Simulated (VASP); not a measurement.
A run of VASP 6.6.1 is set up as follows.

INCAR

```
ALGO = Normal ; EDIFF = 1E-8
ENCUT = 520 ; GGA = PE
ISIF = 2 ; ISMEAR = -1
LASPH = True ; LCHARG = False
LEFG = True ; LREAL = False
LWAVE = False ; NBANDS = 64
NELM = 100 ; PREC = Accurate
SIGMA = 0.02
```

KPOINTS

```
k-points
0
Gamma
  5 4 5
```

POSCAR

```
SnO2
1.0
    4.7351461700      0.0000000000      0.0000000000
    0.0000000000      5.7509122300      0.0000000000
    0.0000000000      0.0000000000      5.2471142500
Sn O
4 8
Direct
    0.5000000000      0.6654477500      0.7500000000
    0.0000000000      0.8345522500      0.2500000000
    0.5000000000      0.3345522500      0.2500000000
    0.0000000000      0.1654477500      0.7500000000
    0.7303050400      0.6071234700      0.0786035800
    0.2303050400      0.8928765300      0.9213964200
    0.7696949600      0.8928765300      0.5786035800
    0.2696949600      0.6071234700      0.4213964200
    0.7303050400      0.3928765300      0.5786035800
    0.2303050400      0.1071234700      0.4213964200
    0.7696949600      0.1071234700      0.0786035800
    0.2696949600      0.3928765300      0.9213964200
```

Potentials or basis: VASP PAW PBE potentials, release 64 (Sn_d, O).

Launch:

```console
$ cat potpaw_PBE.64/Sn_d/POTCAR potpaw_PBE.64/O/POTCAR > POTCAR
$ mpirun -np 1 vasp_std > vasp.out
```

(1) What does it give for the largest force?

(2) What does it give for the pressure?

(3) Predict the band gap on the k mesh.

## Answers

(1) 0.098 eV/Å.

(2) 7.6 GPa.

(3) 1.35 eV (least direct gap 1.37 eV).

Caveat: the cell stands under pressure; without QUAD_EFG the Cq values of the log hold for a quadrupole moment of 1 mb, not for the nuclei; spin-orbit coupling is left out, which moves the levels of the heavy elements; an odd mesh through Γ misses points on the zone boundary, where band edges can lie.
